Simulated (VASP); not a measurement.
# KTaO3 (Pm-3m) in VASP: a series of runs

The runs below take KTaO3 through single point, with PBE.

Everything below comes from runs of VASP 6.6.1. Logs are shortened: lines on timing, memory, paths and dates and some standing lists are left out, and cuts for length are marked.

### Step 1. The cell of the first run

Symmetry: Pm-3m, No. 221, cubic system. The conventional cell has a = 4.064 Å, b = 4.064 Å, c = 4.064 Å, α = 90.00°, β = 90.00°, γ = 90.00°. K (site symmetry m-3m) has 12 O at 2.87 Å and 8 Ta at 3.52 Å within 3.8 Å. Within 2.7 Å of Ta (site symmetry m-3m) lie 6 O at 2.03 Å. O (site symmetry 4/mmm) has 2 Ta at 2.03 Å within 2.7 Å.

### Step 2. Single point, PBE (volume scaled by 1.03)

Contents of INCAR:

```
SYSTEM = KTaO3
ALGO = Normal ; EDIFF = 1E-6
ENCUT = 520 ; GGA = PE
ISIF = 2 ; ISMEAR = 0
LASPH = .True. ; LCHARG = .True.
LELF = .True. ; LREAL = .False.
LVHAR = .True. ; LWAVE = .False.
NBANDS = 27 ; NELM = 60
PREC = Accurate ; SIGMA = 0.02
```

Contents of KPOINTS:

```
k-points
0
Gamma
  8 8 8
  0 0 0
```

Contents of POSCAR:

```
KTaO3
1.0
    4.0642286017      0.0000000000      0.0000000000
    0.0000000000      4.0642286017      0.0000000000
    0.0000000000      0.0000000000      4.0642286017
K Ta O
1 1 3
Direct
    0.5000000000      0.5000000000      0.5000000000
    0.0000000000      0.0000000000      0.0000000000
    0.5000000000      0.0000000000      0.0000000000
    0.0000000000      0.5000000000      0.0000000000
    0.0000000000      0.0000000000      0.5000000000
```

Potentials or basis: VASP PAW PBE potentials, release 64 (K_sv, Ta_pv, O).

On the command line:

```
$ cat potpaw_PBE.64/K_sv/POTCAR potpaw_PBE.64/Ta_pv/POTCAR potpaw_PBE.64/O/POTCAR > POTCAR
$ mpirun -np 1 vasp_std > vasp.out
```

OUTCAR:

```text
SYSTEM = KTaO3
   EDIFF = 1E-6
   ENCUT = 520
   GGA = PE
   ISIF = 2
   ISMEAR = 0
   LASPH = .True.
   LREAL = .False.
   NELM = 60
   PREC = Accurate

 ion  position               nearest neighbor table
   1  0.500  0.500  0.500-   3 2.87   4 2.87   5 2.87   3 2.87   4 2.87   3 2.87   5 2.87   3 2.87
                             4 2.87   5 2.87   4 2.87   5 2.87   2 3.52   2 3.52   2 3.52   2 3.52
   2  0.000  0.000  0.000-   3 2.03   4 2.03   5 2.03   5 2.03   4 2.03   3 2.03   1 3.52   1 3.52
                             1 3.52   1 3.52   1 3.52   1 3.52   1 3.52   1 3.52
   3  0.500  0.000  0.000-   2 2.03   2 2.03   1 2.87   1 2.87   1 2.87   1 2.87
   4  0.000  0.500  0.000-   2 2.03   2 2.03   1 2.87   1 2.87   1 2.87   1 2.87
   5  0.000  0.000  0.500-   2 2.03   2 2.03   1 2.87   1 2.87   1 2.87   1 2.87

  LATTYP: Found a simple cubic cell.
 ALAT       =     4.0642286017

  Lattice vectors:

 A1 = (   4.0642286017,   0.0000000000,   0.0000000000)
 A2 = (   0.0000000000,   4.0642286017,   0.0000000000)
 A3 = (   0.0000000000,   0.0000000000,   4.0642286017)

Analysis of symmetry for initial positions (statically):
=====================================================================
 Subroutine PRICEL returns:
 Original cell was already a primitive cell.

 Routine SETGRP: Setting up the symmetry group for a
 simple cubic supercell.

 Subroutine GETGRP returns: Found 48 space group operations
 (whereof 48 operations were pure point group operations)
 out of a pool of 48 trial point group operations.

The static configuration has the point symmetry O_h .

Analysis of symmetry for dynamics (positions and initial velocities):
=====================================================================
 Subroutine PRICEL returns:
 Original cell was already a primitive cell.

 Routine SETGRP: Setting up the symmetry group for a
 simple cubic supercell.

 Subroutine GETGRP returns: Found 48 space group operations
 (whereof 48 operations were pure point group operations)
 out of a pool of 48 trial point group operations.

The dynamic configuration has the point symmetry O_h .

 Subroutine INISYM returns: Found 48 space group operations
 (whereof 48 operations are pure point group operations),
 and found     1 'primitive' translations

----------------------------------------------------------------------------------------

                                     Primitive cell

  volume of cell :      67.1327

  direct lattice vectors                    reciprocal lattice vectors
     4.064228602  0.000000000  0.000000000     0.246049152  0.000000000  0.000000000
     0.000000000  4.064228602  0.000000000     0.000000000  0.246049152  0.000000000
     0.000000000  0.000000000  4.064228602     0.000000000  0.000000000  0.246049152

  length of vectors
     4.064228602  4.064228602  4.064228602     0.246049152  0.246049152  0.246049152

  position of ions in fractional coordinates (direct lattice)
     0.500000000  0.500000000  0.500000000
     0.000000000  0.000000000  0.000000000
     0.500000000  0.000000000  0.000000000
     0.000000000  0.500000000  0.000000000
     0.000000000  0.000000000  0.500000000

  ion indices of the primitive-cell ions
   primitive index   ion index
                 1           1
                 2           2
                 3           3
                 4           4
                 5           5

----------------------------------------------------------------------------------------

 KPOINTS: k-points

Automatic generation of k-mesh.
 Grid dimensions read from file:
 generate k-points for:    8    8    8

 Generating k-lattice:

  Cartesian coordinates                     Fractional coordinates (reciprocal lattice)
     0.030756144  0.000000000  0.000000000     0.125000000  0.000000000  0.000000000
     0.000000000  0.030756144  0.000000000     0.000000000  0.125000000  0.000000000
     0.000000000  0.000000000  0.030756144     0.000000000  0.000000000  0.125000000

  Length of vectors
     0.030756144  0.030756144  0.030756144

  Shift w.r.t. Gamma in fractional coordinates (k-lattice)
     0.000000000  0.000000000  0.000000000

 Subroutine IBZKPT returns following result:
 ===========================================

 Found     35 irreducible k-points:

 Following reciprocal coordinates:
            Coordinates               Weight
  0.000000  0.000000  0.000000      1.000000
  0.125000  0.000000  0.000000      6.000000
  0.250000  0.000000  0.000000      6.000000
  0.375000  0.000000  0.000000      6.000000
  0.500000  0.000000  0.000000      3.000000
  0.125000  0.125000  0.000000     12.000000
[... 16 lines left out ...]
  0.375000  0.375000  0.125000     24.000000
  0.500000  0.375000  0.125000     24.000000
 [... further k-points ...]
   k-points           NKPTS =     35   k-points in BZ     NKDIM =     35   number of bands    NBANDS=     27
   number of dos      NEDOS =    301   number of ions     NIONS =      5
   total plane-waves  NPLWV =  27000
   dimension x,y,z NGX =    30 NGY =   30 NGZ =   30
   dimension x,y,z NGXF=    60 NGYF=   60 NGZF=   60
   ions per type =               1   1   3
   NGX,Y,Z   is equivalent  to a cutoff of  12.27, 12.27, 12.27 a.u.
   NGXF,Y,Z  is equivalent  to a cutoff of  24.54, 24.54, 24.54 a.u.
 SYSTEM =  KTaO3
   PREC   = accura    normal or accurate (medium, high low for compatibility)
   ISTART =      0    job   : 0-new  1-cont  2-samecut
   ICHARG =      2    charge: 1-file 2-atom 10-const
   ISPIN  =      1    spin polarized calculation?
   LNONCOLLINEAR =      F non collinear calculations
   LSORBIT =      F    spin-orbit coupling
   LASPH  =      T    aspherical Exc in radial PAW
   ENCUT  =  520.0 eV  38.22 Ry    6.18 a.u.   7.56  7.56  7.56*2*pi/ulx,y,z
   NELM   =     60;   NELMIN=  2; NELMDL= -5     # of ELM steps
   EDIFF  = 0.1E-05   stopping-criterion for ELM
   LREAL  =      F    real-space projection
   EDIFFG = 0.1E-04   stopping-criterion for IOM
   NSW    =      0    number of steps for IOM
   IBRION =     -1    ionic relax: 0-MD 1-quasi-New 2-CG
   NFREE  =      0    steps in history (QN), initial steepest desc. (CG)
   ISIF   =      2    stress and relaxation
   ISYM   =      2    0-nonsym 1-usesym 2-fastsym
   POTIM  = 0.5000    time-step for ionic-motion
   TEBEG  =    0.0;   TEEND  =   0.0 temperature during run
   PSTRESS=    0.0 pullay stress
   NELECT =      38.0000    total number of electrons
   NUPDOWN=      -1.0000    fix difference up-down
   EMIN   =  10.00;   EMAX   =-10.00  energy-range for DOS
   EFERMI =   0.00;   METHOD = LEGACY
   ISMEAR =     0;   SIGMA  =   0.02  broadening in eV -4-tet -1-fermi 0-gaus
   EFERMI_NEDOS =   21; number of points for ismear=-14 and -15
   IALGO  =     38    algorithm
   IMIX   =      4    mixing-type and parameters
     AMIX     =   0.40;   BMIX     =  1.00
     AMIX_MAG =   1.60;   BMIX_MAG =  1.00
  volume/ion in A,a.u.               =      13.43        90.61
  Fermi-wavevector in a.u.,A,eV,Ry     =   1.354226  2.559117 24.952116  1.833929
  Thomas-Fermi vector in A             =   2.481416
   LORBIT       =      0    0 simple, 1 ext, 2 COOP (PROOUT), +10 PAW based schemes
   GGA     = PE    functional components
   LHFCALC =     F    Hartree Fock is set to
   AEXX    =    0.0000 exact exchange contribution
   IVDW    =     0    specifies the selected vdW correction
   LEPSILON=     F    determine dielectric tensor
   LRPA    =     F    only Hartree local field effects (RPA)
 non-spin polarized calculation
 Gauss-broadening in eV      SIGMA  =   0.02
  energy-cutoff  :      520.00
  volume of cell :       67.13
 maximum number of plane-waves:      1856
   NGX = 15   NGY = 15   NGZ = 15

 number of electron      37.9999985 magnetization

 Free energy of the ion-electron system (eV)
  ---------------------------------------------------
  ext. energy  EPLUGINS =         0.00000000
  ---------------------------------------------------
  free energy    TOTEN  =       -41.04376994 eV

  energy without entropy =      -41.04376994  energy(sigma->0) =      -41.04376994

 E-fermi :   1.5074     XC(G=0): -10.5821

 val. band max:        1.4237914333   @ k =   0.5000   0.5000   0.5000
 cond. band min:       3.4721733754   @ k =   0.0000   0.0000   0.0000
 fundamental gap:      2.0483819421
 Fermi energy:         1.5073781295

 k-point     1 :       0.0000    0.0000    0.0000
  band No.  band energies     occupation
      1     -32.9554      2.00000
      2     -32.9554      2.00000
      3     -32.9554      2.00000
      4     -25.9514      2.00000
      5     -15.9236      2.00000
      6     -15.2384      2.00000
[... 19 lines left out ...]
     26       9.4886      0.00000
     27       9.4886      0.00000

 k-point     2 :       0.1250    0.0000    0.0000
  band No.  band energies     occupation
      1     -32.9655      2.00000
      2     -32.9550      2.00000
      3     -32.9550      2.00000
      4     -25.9484      2.00000
      5     -15.8799      2.00000
      6     -15.2354      2.00000
[... 19 lines left out ...]
     26       9.6709      0.00000
     27       9.6927      0.00000

 k-point     3 :       0.2500    0.0000    0.0000
  band No.  band energies     occupation
      1     -32.9896      2.00000
      2     -32.9541      2.00000
      3     -32.9541      2.00000
      4     -25.9414      2.00000
      5     -15.8189      2.00000
      6     -15.2287      2.00000
[... 19 lines left out ...]
     26      10.1273      0.00000
     27      10.3386      0.00000

 k-point     4 :       0.3750    0.0000    0.0000
  band No.  band energies     occupation
      1     -33.0135      2.00000
      2     -32.9533      2.00000
      3     -32.9533      2.00000
      4     -25.9343      2.00000
      5     -15.8000      2.00000
      6     -15.2219      2.00000
[... 19 lines left out ...]
     26      10.6129      0.00000
     27      11.4516      0.00000
[... 516 lines left out ...]
      4     -25.9240      2.00000
      5     -15.4599      2.00000
      6     -14.9513      2.00000
[... 19 lines left out ...]
     26      11.4931      0.00000
     27      11.8049      0.00000

 k-point    23 :       0.3750    0.3750    0.1250
  band No.  band energies     occupation
      1     -33.0106      2.00000
      2     -33.0104      2.00000
      3     -32.9610      2.00000
      4     -25.9218      2.00000
      5     -15.3848      2.00000
      6     -14.6963      2.00000
[... 19 lines left out ...]
     26      11.7029      0.00000
     27      11.9977      0.00000

 k-point    24 :       0.5000    0.3750    0.1250
  band No.  band energies     occupation
      1     -33.0202      2.00000
      2     -33.0100      2.00000
      3     -32.9607      2.00000
      4     -25.9200      2.00000
      5     -15.3618      2.00000
      6     -14.6769      2.00000
[... 19 lines left out ...]
     26      11.8943      0.00000
     27      11.9538      0.00000

 [... further k-points ...]

------------------------ aborting loop because EDIFF is reached ----------------------------------------

  FORCE on cell =-STRESS in cart. coord.  units (eV):
  Direction    XX          YY          ZZ          XY          YZ          ZX
  --------------------------------------------------------------------------------------
  -------------------------------------------------------------------------------------
  Total       -1.9726903     -1.9726903     -1.9726903     -0.0000000      0.0000000     -0.0000000
  in kB      -47.0798543    -47.0798543    -47.0798543     -0.0000000      0.0000000     -0.0000000
  external PRESSURE =     -47.0798543 kB  Pullay stress =       0.0000000 kB

 VOLUME and BASIS-vectors are now :
 -----------------------------------------------------------------------------
  energy-cutoff  :      520.00
  volume of cell :       67.13
      direct lattice vectors                 reciprocal lattice vectors
     4.064228602  0.000000000  0.000000000     0.246049152  0.000000000  0.000000000
     0.000000000  4.064228602  0.000000000     0.000000000  0.246049152  0.000000000
     0.000000000  0.000000000  4.064228602     0.000000000  0.000000000  0.246049152

 POSITION                                       TOTAL-FORCE (eV/Angst)
 -----------------------------------------------------------------------------------
      2.03211      2.03211      2.03211         0.000000      0.000000      0.000000
      0.00000      0.00000      0.00000         0.000000      0.000000      0.000000
      2.03211      0.00000      0.00000         0.000000      0.000000      0.000000
      0.00000      2.03211      0.00000         0.000000      0.000000      0.000000
      0.00000      0.00000      2.03211         0.000000      0.000000      0.000000
 -----------------------------------------------------------------------------------
    total drift:                                0.000000     -0.000000      0.000000

  FREE ENERGIE OF THE ION-ELECTRON SYSTEM (eV)
  ---------------------------------------------------
  free  energy   TOTEN  =       -41.0437699384 eV

  energy  without entropy=      -41.0437699384  energy(sigma->0) =      -41.04376994
```

It took 37 s on 1 thread of AMD EPYC 9R45 (Zen 5), shared host; peak memory 0.18 GiB.

Results:

```
Free energy            : -41.0438 eV
Pressure               : -4.7 GPa
Band gap on the k mesh : 2.05 eV, indirect (least direct gap 2.69 eV)
```

Caveat: spin-orbit coupling is left out, which moves the levels of the heavy elements.

(Part 1 of 2 ends here.)
